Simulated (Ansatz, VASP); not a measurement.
BN in VASP and in Ansatz

```xyz
4
Lattice="2.3885 0.0000 0.0000 -1.1942 2.0685 0.0000 0.0000 0.0000 6.5427" Properties=species:S:1:pos:R:3 pbc="T T T"
B     0.0000    1.3790    1.6357
B     1.1942    0.6895    4.9070
N     0.0000    1.3790    4.9070
N     1.1942    0.6895    1.6357
```

Alike in both runs: task single point; functional LDA; k mesh 12 × 12 × 4; occupations gaussian, width 0.05 eV; no spin polarisation.

|  | VASP | Ansatz |
| --- | --- | --- |
| version | VASP 6.6.1 | Ansatz 0.2.0 |
| potentials or method | VASP PAW LDA potentials, release 64 (B, N), cutoff 520 eV | scalar-relativistic, plane waves, PAW |
| valence electrons in the cell | 16 | 16 |

Ansatz gave:

| Property | Result |
| --- | --- |
| gap on the k mesh at the Fermi level (eV) | 4.27 |
| least direct gap on the mesh (eV) | 4.83 |

Problem. What did VASP give for the same quantities?

Solution. gap on the k mesh at the Fermi level (eV): 4.25; least direct gap on the mesh (eV): 4.81.

Ansatz warns that its potentials were made for another functional, while VASP's fit it. LDA's correlation is that of Perdew and Zunger in VASP and of Perdew and Wang (1992) in Ansatz.
